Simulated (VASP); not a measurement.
# Si9C8 in VASP: single point with PBE

Aim: the single point of Si9C8 with PBE.

Everything below comes from runs of VASP 6.6.1. Logs are shortened: lines on timing, memory, paths and dates and some standing lists are left out, and cuts for length are marked.

### Step 1. The cell of the first run

The cell holds a slab with vacuum, 17 atoms: a = 6.152 Å, b = 6.152 Å, c = 16.417 Å, α = 90.00°, β = 90.00°, γ = 120.00°.

### Step 2. Single point, PBE

Input file INCAR:

```
SYSTEM = Si9C8
PREC = Accurate
ENCUT = 520
EDIFF = 1E-6
ISMEAR = 0
SIGMA = 0.15
LREAL = Auto
LASPH = .True.
NELM = 80
ALGO = Normal
ISIF = 2
LWAVE = .False.
LCHARG = .False.
GGA = PE
NBANDS = 48
```

Input file KPOINTS:

```
Automatic mesh
0
Gamma
  4 4 1
  0 0 0
```

Input file POSCAR:

```
Si9C8
1.0
    6.1520000000      0.0000000000      0.0000000000
   -3.0760000000      5.3277880000      0.0000000000
    0.0000000000      0.0000000000     16.4170000000
Si C
9 8
Direct
    0.3333333000      0.1666667000      0.0609125000
    0.1588661679      0.3407677735      0.2162336478
    0.3333333000      0.6666667000      0.0609125000
    0.1673790705      0.8272428066      0.2182934414
    0.8333333000      0.1666667000      0.0609125000
    0.6722526943      0.3321497582      0.2183875649
    0.8333333000      0.6666667000      0.0609125000
    0.6680356644      0.8316324463      0.2115216714
    0.8393500475      0.6603695726      0.3934462901
    0.3309968685      0.1685355996      0.1893123811
    0.0604944449      0.4390020140      0.3146531211
    0.3368980292      0.6697317186      0.1740193260
    0.1156336072      0.6887515483      0.3274269463
    0.8299190856      0.1628200742      0.1740225175
    0.8107284461      0.3837503745      0.3275714169
    0.8382074949      0.6611682742      0.1759670798
    0.7292908312      0.7698866085      0.3124289786
```

Potentials or basis: VASP PAW PBE potentials, release 64 (Si, C).

Launch:

```sh
> cat potpaw_PBE.64/Si/POTCAR potpaw_PBE.64/C/POTCAR > POTCAR
> mpirun -np 1 vasp_std > vasp.out
```

OUTCAR:

```text
SYSTEM = Si9C8
   PREC = Accurate
   ENCUT = 520
   EDIFF = 1E-6
   ISMEAR = 0
   LREAL = Auto
   LASPH = .True.
   NELM = 80
   ISIF = 2
   GGA = PE

 ion  position               nearest neighbor table
   1  0.333  0.167  0.061-  10 2.11   7 3.08   3 3.08   3 3.08   7 3.08   5 3.08   5 3.08
   2  0.159  0.341  0.216-  14 1.89  12 1.89  10 1.89  11 1.93   4 2.97   6 2.97   8 3.08   8 3.08
                             5 3.08   3 3.09
   3  0.333  0.667  0.061-  12 1.86   8 3.05   1 3.08   5 3.08   1 3.08   5 3.08   7 3.08   7 3.08
                             2 3.09   4 3.11
   4  0.167  0.827  0.218-  10 1.88  16 1.89  12 1.89  13 1.94   2 2.97   6 3.05   8 3.07   8 3.09
                             6 3.11   3 3.11   7 3.14
   5  0.833  0.167  0.061-  14 1.86   8 3.05   3 3.08   7 3.08   7 3.08   3 3.08   1 3.08   1 3.08
                             2 3.08   6 3.12
   6  0.672  0.332  0.218-  10 1.88  16 1.89  14 1.89  15 1.94   2 2.97   4 3.05   8 3.07   8 3.09
                             4 3.11   5 3.12   7 3.14
   7  0.833  0.667  0.061-  16 1.89   8 3.03   1 3.08   5 3.08   5 3.08   1 3.08   3 3.08   3 3.08
                             4 3.14   6 3.14
   8  0.668  0.832  0.212-  17 1.78  12 1.87  14 1.87  16 1.91   7 3.03   3 3.05   5 3.05   6 3.07
                             4 3.07   2 3.08   2 3.08   4 3.09   6 3.09
   9  0.839  0.660  0.393-  17 1.77  15 1.95  13 1.95
  10  0.331  0.169  0.189-   4 1.88   6 1.88   2 1.89   1 2.11
  11  0.060  0.439  0.315-  13 1.41  15 1.41   2 1.93
  12  0.337  0.670  0.174-   3 1.86   8 1.87   2 1.89   4 1.89
  13  0.116  0.689  0.327-  11 1.41  15 1.88   4 1.94   9 1.95
  14  0.830  0.163  0.174-   5 1.86   8 1.87   2 1.89   6 1.89
  15  0.811  0.384  0.328-  11 1.41  13 1.88   6 1.94   9 1.95
  16  0.838  0.661  0.176-   6 1.89   4 1.89   7 1.89   8 1.91
  17  0.729  0.770  0.312-   9 1.77   8 1.78

  LATTYP: Found a hexagonal cell.
 ALAT       =     6.1520000000
 C/A-ratio  =     2.6685630689

  Lattice vectors:

 A1 = (   6.1520000000,   0.0000000000,   0.0000000000)
 A2 = (  -3.0760000000,   5.3277880000,   0.0000000000)
 A3 = (   0.0000000000,   0.0000000000,  16.4170000000)

Analysis of symmetry for initial positions (statically):
=====================================================================
 Subroutine PRICEL returns:
 Original cell was already a primitive cell.

 Routine SETGRP: Setting up the symmetry group for a
 hexagonal supercell.

 Subroutine GETGRP returns: Found  1 space group operations
 (whereof  1 operations were pure point group operations)
 out of a pool of 24 trial point group operations.

The static configuration has the point symmetry C_1 .

Analysis of symmetry for dynamics (positions and initial velocities):
=====================================================================
 Subroutine PRICEL returns:
 Original cell was already a primitive cell.

 Routine SETGRP: Setting up the symmetry group for a
 hexagonal supercell.

 Subroutine GETGRP returns: Found  1 space group operations
 (whereof  1 operations were pure point group operations)
 out of a pool of 24 trial point group operations.

The dynamic configuration has the point symmetry C_1 .

 Subroutine INISYM returns: Found  1 space group operations
 (whereof  1 operations are pure point group operations),
 and found     1 'primitive' translations

----------------------------------------------------------------------------------------

                                     Primitive cell

  volume of cell :     538.0927

  direct lattice vectors                    reciprocal lattice vectors
     6.152000000  0.000000000  0.000000000     0.162548765  0.093847578  0.000000000
    -3.076000000  5.327788000  0.000000000     0.000000000  0.187695156  0.000000000
     0.000000000  0.000000000 16.417000000     0.000000000  0.000000000  0.060912469

  length of vectors
     6.152000000  6.151999754 16.417000000     0.187695149  0.187695156  0.060912469

  position of ions in fractional coordinates (direct lattice)
     0.333333300  0.166666700  0.060912500
     0.158866168  0.340767773  0.216233648
     0.333333300  0.666666700  0.060912500
     0.167379070  0.827242807  0.218293441
     0.833333300  0.166666700  0.060912500
     0.672252694  0.332149758  0.218387565
[... 9 lines left out ...]
     0.838207495  0.661168274  0.175967080
     0.729290831  0.769886609  0.312428979

  ion indices of the primitive-cell ions
   primitive index   ion index
                 1           1
                 2           2
                 3           3
                 4           4
                 5           5
                 6           6
[... 9 lines left out ...]
                16          16
                17          17

----------------------------------------------------------------------------------------

 KPOINTS: Automatic mesh

Automatic generation of k-mesh.
 Grid dimensions read from file:
 generate k-points for:    4    4    1

 Generating k-lattice:

  Cartesian coordinates                     Fractional coordinates (reciprocal lattice)
     0.040637191  0.023461895  0.000000000     0.250000000 -0.000000000  0.000000000
     0.000000000  0.046923789  0.000000000     0.000000000  0.250000000  0.000000000
     0.000000000  0.000000000  0.060912469     0.000000000  0.000000000  1.000000000

  Length of vectors
     0.046923787  0.046923789  0.060912469

  Shift w.r.t. Gamma in fractional coordinates (k-lattice)
     0.000000000  0.000000000  0.000000000

 Subroutine IBZKPT returns following result:
 ===========================================

 Found     10 irreducible k-points:

 Following reciprocal coordinates:
            Coordinates               Weight
  0.000000  0.000000  0.000000      1.000000
  0.250000  0.000000  0.000000      2.000000
  0.000000  0.250000  0.000000      2.000000
 -0.250000  0.250000  0.000000      2.000000
  0.500000  0.000000  0.000000      1.000000
  0.000000  0.500000  0.000000      1.000000
  0.500000  0.500000  0.000000      1.000000
  0.250000  0.250000  0.000000      2.000000
 -0.250000  0.500000  0.000000      2.000000
  0.500000  0.250000  0.000000      2.000000
   k-points           NKPTS =     10   k-points in BZ     NKDIM =     10   number of bands    NBANDS=     48
   number of dos      NEDOS =    301   number of ions     NIONS =     17
   total plane-waves  NPLWV = 290304
   dimension x,y,z NGX =    48 NGY =   48 NGZ =  126
   dimension x,y,z NGXF=    96 NGYF=   96 NGZF=  252
   ions per type =               9   8
   NGX,Y,Z   is equivalent  to a cutoff of  12.97, 12.97, 12.76 a.u.
   NGXF,Y,Z  is equivalent  to a cutoff of  25.94, 25.94, 25.52 a.u.
 SYSTEM =  Si9C8
   PREC   = accura    normal or accurate (medium, high low for compatibility)
   ISTART =      0    job   : 0-new  1-cont  2-samecut
   ICHARG =      2    charge: 1-file 2-atom 10-const
   ISPIN  =      1    spin polarized calculation?
   LNONCOLLINEAR =      F non collinear calculations
   LSORBIT =      F    spin-orbit coupling
   LASPH  =      T    aspherical Exc in radial PAW
   ENCUT  =  520.0 eV  38.22 Ry    6.18 a.u.  11.44 11.44 30.52*2*pi/ulx,y,z
   NELM   =     80;   NELMIN=  2; NELMDL= -5     # of ELM steps
   EDIFF  = 0.1E-05   stopping-criterion for ELM
   LREAL  =      T    real-space projection
   EDIFFG = 0.1E-04   stopping-criterion for IOM
   NSW    =      0    number of steps for IOM
   IBRION =     -1    ionic relax: 0-MD 1-quasi-New 2-CG
   NFREE  =      0    steps in history (QN), initial steepest desc. (CG)
   ISIF   =      2    stress and relaxation
   ISYM   =      2    0-nonsym 1-usesym 2-fastsym
   POTIM  = 0.5000    time-step for ionic-motion
   TEBEG  =    0.0;   TEEND  =   0.0 temperature during run
   PSTRESS=    0.0 pullay stress
   NELECT =      68.0000    total number of electrons
   NUPDOWN=      -1.0000    fix difference up-down
   EMIN   =  10.00;   EMAX   =-10.00  energy-range for DOS
   EFERMI =   0.00;   METHOD = LEGACY
   ISMEAR =     0;   SIGMA  =   0.15  broadening in eV -4-tet -1-fermi 0-gaus
   EFERMI_NEDOS =   21; number of points for ismear=-14 and -15
   IALGO  =     38    algorithm
   IMIX   =      4    mixing-type and parameters
     AMIX     =   0.40;   BMIX     =  1.00
     AMIX_MAG =   1.60;   BMIX_MAG =  1.00
  volume/ion in A,a.u.               =      31.65       213.60
  Fermi-wavevector in a.u.,A,eV,Ry     =   0.821534  1.552474  9.182814  0.674918
  Thomas-Fermi vector in A             =   1.932710
   LORBIT       =      0    0 simple, 1 ext, 2 COOP (PROOUT), +10 PAW based schemes
   GGA     = PE    functional components
   LHFCALC =     F    Hartree Fock is set to
   AEXX    =    0.0000 exact exchange contribution
   IVDW    =     0    specifies the selected vdW correction
   LEPSILON=     F    determine dielectric tensor
   LRPA    =     F    only Hartree local field effects (RPA)
 non-spin polarized calculation
 Gauss-broadening in eV      SIGMA  =   0.15
  energy-cutoff  :      520.00
  volume of cell :      538.09
 maximum number of plane-waves:     14533
 NGX is ok and might be reduce to    48
   NGX = 23   NGY = 23   NGZ = 61

 number of electron      68.0000002 magnetization

 Free energy of the ion-electron system (eV)
  ---------------------------------------------------
  ext. energy  EPLUGINS =         0.00000000
  ---------------------------------------------------
  free energy    TOTEN  =      -110.34702704 eV

  energy without entropy =     -110.31199997  energy(sigma->0) =     -110.32951350

 E-fermi :  -0.1088     XC(G=0):  -5.1947

 val. band max:       -0.1376953011   @ k =   0.5000   0.5000   0.0000
 cond. band min:      -0.0770434065   @ k =   0.2500   0.2500   0.0000
 fundamental gap:      0.0606518946
 Fermi energy:        -0.1088417041

 k-point     1 :       0.0000    0.0000    0.0000
  band No.  band energies     occupation
      1     -17.7157      2.00000
      2     -15.1178      2.00000
      3     -12.7124      2.00000
      4     -12.5591      2.00000
      5     -12.1962      2.00000
      6     -11.4060      2.00000
[... 38 lines left out ...]
     45       4.1983      0.00000
     46       4.2300      0.00000

 k-point     2 :       0.2500    0.0000    0.0000
  band No.  band energies     occupation
      1     -17.6950      2.00000
      2     -14.9127      2.00000
      3     -13.2717      2.00000
      4     -12.7526      2.00000
      5     -12.3666      2.00000
      6     -11.3219      2.00000
[... 38 lines left out ...]
     45       4.3214      0.00000
     46       4.4075      0.00000

 k-point     3 :       0.0000    0.2500    0.0000
  band No.  band energies     occupation
      1     -17.6950      2.00000
      2     -14.9127      2.00000
      3     -13.2715      2.00000
      4     -12.7529      2.00000
      5     -12.3663      2.00000
      6     -11.3217      2.00000
[... 38 lines left out ...]
     45       4.3217      0.00000
     46       4.4090      0.00000

 k-point     4 :      -0.2500    0.2500    0.0000
  band No.  band energies     occupation
      1     -17.6933      2.00000
      2     -14.9171      2.00000
      3     -13.2862      2.00000
      4     -12.6583      2.00000
      5     -12.4560      2.00000
      6     -11.3738      2.00000
[... 234 lines left out ...]
     45       4.1965      0.00000
     46       4.2785      0.00000

 k-point     9 :      -0.2500    0.5000    0.0000
  band No.  band energies     occupation
      1     -17.6727      2.00000
      2     -14.5126      2.00000
      3     -13.7061      2.00000
      4     -13.5052      2.00000
      5     -12.0153      2.00000
      6     -11.3417      2.00000
[... 38 lines left out ...]
     45       4.0959      0.00000
     46       4.3154      0.00000

 k-point    10 :       0.5000    0.2500    0.0000
  band No.  band energies     occupation
      1     -17.6727      2.00000
      2     -14.5126      2.00000
      3     -13.7070      2.00000
      4     -13.5043      2.00000
      5     -12.0156      2.00000
      6     -11.3419      2.00000
[... 38 lines left out ...]
     45       4.0963      0.00000
     46       4.3156      0.00000
 [bands above 46 left out]

------------------------ aborting loop because EDIFF is reached ----------------------------------------

  FORCE on cell =-STRESS in cart. coord.  units (eV):
  Direction    XX          YY          ZZ          XY          YZ          ZX
  --------------------------------------------------------------------------------------
  -------------------------------------------------------------------------------------
  Total       -5.8706562     -5.2033505     -0.0466208      0.5924514      0.0437569     -0.0106023
  in kB      -17.4799494    -15.4930385     -0.1388140      1.7640312      0.1302868     -0.0315684
  external PRESSURE =     -11.0372673 kB  Pullay stress =       0.0000000 kB

 VOLUME and BASIS-vectors are now :
 -----------------------------------------------------------------------------
  energy-cutoff  :      520.00
  volume of cell :      538.09
      direct lattice vectors                 reciprocal lattice vectors
     6.152000000  0.000000000  0.000000000     0.162548765  0.093847578  0.000000000
    -3.076000000  5.327788000  0.000000000     0.000000000  0.187695156  0.000000000
     0.000000000  0.000000000 16.417000000     0.000000000  0.000000000  0.060912469

 POSITION                                       TOTAL-FORCE (eV/Angst)
 -----------------------------------------------------------------------------------
      1.53800      0.88796      1.00000        -0.049849      0.025955      1.042259
     -0.07086      1.81554      3.54991        -0.005581      0.003584     -0.010569
     -0.00000      3.55186      1.00000         0.055683      0.027349     -0.433532
     -1.51488      4.40737      3.58372         0.001587      0.006429     -0.002245
      4.61400      0.88796      1.00000         0.001991     -0.064298     -0.430908
      3.11401      1.76962      3.58527        -0.001879     -0.010029     -0.005285
[... 9 lines left out ...]
      3.12290      3.52256      2.88885         0.005737      0.004934      0.027168
      2.11843      4.10179      5.12915         0.002036     -0.001191     -0.003276
 -----------------------------------------------------------------------------------
    total drift:                               -0.004208     -0.001552      0.005488

  FREE ENERGIE OF THE ION-ELECTRON SYSTEM (eV)
  ---------------------------------------------------
  free  energy   TOTEN  =      -110.3470270413 eV

  energy  without entropy=     -110.3119999658  energy(sigma->0) =     -110.32951350
```

Run time: 15 min. Hardware: 1 thread of Intel Xeon 8259CL, shared host; peak memory 0.65 GiB.

What came out:

```
Free energy            : -110.3470 eV
Largest force          : 1.044 eV/Å
Band gap on the k mesh : zero (bands 34 and 35 overlap by 0.65 eV)
```

Forces on the atoms (eV/Å):
```
Si  -0.050  0.026  1.042
Si  -0.006  0.004 -0.011
Si   0.056  0.027 -0.434
Si   0.002  0.006 -0.002
Si   0.002 -0.064 -0.431
Si  -0.002 -0.010 -0.005
Si  -0.014  0.004 -0.198
Si  -0.009  0.006 -0.004
Si  -0.010  0.007  0.015
C    0.007 -0.002  0.006
C    0.092 -0.049 -0.018
C    0.001 -0.003  0.004
C   -0.004  0.083  0.010
C    0.004 -0.004  0.010
C   -0.078 -0.035 -0.009
C    0.006  0.005  0.027
C    0.002 -0.001 -0.003
```

Caveat: there is no dipole correction, which matters where the two faces differ.

The gap in the log of VASP goes by the Fermi energy; the results here count the filled bands.